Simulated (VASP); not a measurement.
Set up this calculation in VASP 6.6.1, as the native input.

| Quantity | Value |
| --- | --- |
| Task | single point |
| Functional | LDA |
| Potentials or basis | VASP PAW LDA potentials, release 64 (In_d) |
| Cutoff | 520 eV |
| k mesh | 8 × 8 × 12 |
| Occupations | fermi-dirac, width 0.1 eV |
| Spin | no spin polarisation |
| Dipole correction | no |
| Further INCAR settings | ALGO = Normal; EDIFF = 1e-06; NBANDS = 26 |

The structure of In lies in POSCAR:

```
In
1.0
    4.4359042418      0.0000000000      0.0000000000
   -2.2179521209      3.8416057621      0.0000000000
    0.0000000000      0.0000000000      2.6492068301
In
3
Direct
    0.0000000000      0.0000000000      0.0000000000
    0.3333333333      0.6666666667      0.5000000000
    0.6666666667      0.3333333333      0.5000000000
```

One way to write it, as run:

INCAR

```
SYSTEM = In
PREC = Accurate
ENCUT = 520
EDIFF = 1E-6
ISMEAR = -1
SIGMA = 0.1
LREAL = .FALSE.
LASPH = .TRUE.
NELM = 80
ALGO = Normal
ISIF = 2
LWAVE = .FALSE.
LCHARG = .FALSE.
NBANDS = 26
```

KPOINTS

```
regular mesh
0
G
  8 8 12
  0 0 0
```

Potentials or basis: VASP PAW LDA potentials, release 64 (In_d).

Launch:

```console
$ cat potpaw_LDA.64/In_d/POTCAR > POTCAR
$ mpirun -np 1 vasp_std > vasp.out
```

It gave:

The pressure is 90.9 GPa.

Wall time 23 s on 1 thread of Intel(R) Xeon(R) 6975P-C (Granite Rapids), with other jobs on the host, peak memory 0.18 GiB.
